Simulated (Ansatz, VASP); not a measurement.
# One calculation of Na, two programs

INCAR

```
ALGO = Normal
EDIFF = 1E-6
ENCUT = 520
GGA = PE
ISIF = 2
ISMEAR = 0
LASPH = True
LCHARG = False
LREAL = False
LWAVE = False
NBANDS = 10
NELM = 60
PREC = Accurate
SIGMA = 0.1
```

Contents of KPOINTS:

```
k-points
0
Gamma
  4 4 4
```

File POSCAR:

```
Na
1.0
   -1.8882910800      1.8882910800      2.6372766800
    1.8882910800     -1.8882910800      2.6372766800
    1.8882910800      1.8882910800     -2.6372766800
Na
1
Direct
    0.8930000000      0.0190000000      0.7960000000
```

Input for Ansatz:

```yaml
crystal:
  lattice:
    - [-1.88829108, 1.88829108, 2.63727668]
    - [1.88829108, -1.88829108, 2.63727668]
    - [1.88829108, 1.88829108, -2.63727668]
  atoms:
    - { symbol: Na, position: [0.893, 0.019, 0.796] }
basis:
  ecutwfc: 420
kpoints:
  mp_grid: { grid: [4, 4, 4] }
hamiltonian:
  xc: pbe
scf:
  occupations: { method: gaussian, width: 0.1 }
  mixing: { algorithm: msr1, preconditioner: kerker }
  initial_density: { chi_scale: 0, normalization: atom }
  max_iter: 60
output:
  forces: true
  stress: true
  eigenvalues: true
```

Alike in both runs: task single point; functional PBE; k mesh 4 × 4 × 4; occupations gaussian, width 0.1 eV; no spin polarisation.

|  | VASP | Ansatz |
| --- | --- | --- |
| version | VASP 6.6.1 | Ansatz 0.2.0 |
| potentials or method | VASP PAW PBE potentials, release 64 (Na_pv), cutoff 520 eV | scalar-relativistic, plane waves, PAW |
| valence electrons in the cell | 7 | 9 |

VASP gave:

| Property | Result |
| --- | --- |
| gap on the k mesh at the Fermi level (eV) | none |
| pressure (GPa) | 0.1 |
| traceless stress, the component that is largest in VASP (GPa) | -0.67 |

Task: Which values does Ansatz return?

Result: gap on the k mesh at the Fermi level (eV): none; pressure (GPa): 0.2; traceless stress, the component that is largest in VASP (GPa): -0.67.

A gap of «none» marks a metal or a gap that the smearing closes. VASP's potentials hold 7 valence electrons a cell and Ansatz's 9, so a difference there can come from the potentials and not from the codes.

The k mesh is coarse, so the values compare programs but aren't converged.
